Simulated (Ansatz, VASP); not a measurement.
## One calculation of Na5Ir, two programs

```
Na Ir
1.0
     5.72196    0.00982   -0.01489
    -2.85085   -1.66208   -5.13429
     0.01779    9.89572    0.01515
Na Ir
10 2
Cartesian
  -0.0165 6.6010 -0.1298
  2.8701 1.6566 -0.1473
  0.0091 6.5677 -4.9994
  2.8707 1.6527 -4.9930
  1.0922 4.7622 -2.5368
  3.9266 -0.1824 -2.5813
  1.0811 8.4197 -2.5744
  3.9472 3.4937 -2.5739
  3.6283 6.6005 -2.5924
  0.7490 1.6463 -2.5605
  2.8828 4.9621 0.0079
  -2.8372 8.2335 -5.1232
```

Change from the starting cell: cell x2, atoms moved at random (sigma 0.1 Å) and cell strained at random (1.5 %), then relaxed without symmetry.

Alike in both runs: functional PBE; k mesh 4 × 4 × 4; occupations gaussian, width 0.2 eV; no spin polarisation.

Ansatz relaxed the structure, and its values are those at the end. VASP's run is a single point on that final structure, the one shown.

|  | VASP | Ansatz |
| --- | --- | --- |
| version | VASP 6.6.1 | Ansatz 0.2.0 |
| potentials or method | VASP PAW PBE potentials, release 64 (Na_pv, Ir), cutoff 520 eV | scalar-relativistic, plane waves, PAW |
| valence electrons in the cell | 88 | 124 |

|  | VASP | Ansatz | Ansatz less VASP |
| --- | --- | --- | --- |
| gap on the k mesh at the Fermi level (eV) | none | none | - |
| pressure (GPa) | 0.1 | 0.1 | -0.01 |
| rms of the force components (eV/Å) | 0.006 | 0.006 | -0.0001 |

A gap of «none» marks a metal or a gap that the smearing closes. The functional is the same, so the differences come from potentials, cutoffs and numerics. VASP's potentials hold 88 valence electrons a cell and Ansatz's 124, so a difference there can come from the potentials and not from the codes.

Neither program's run includes spin-orbit coupling.
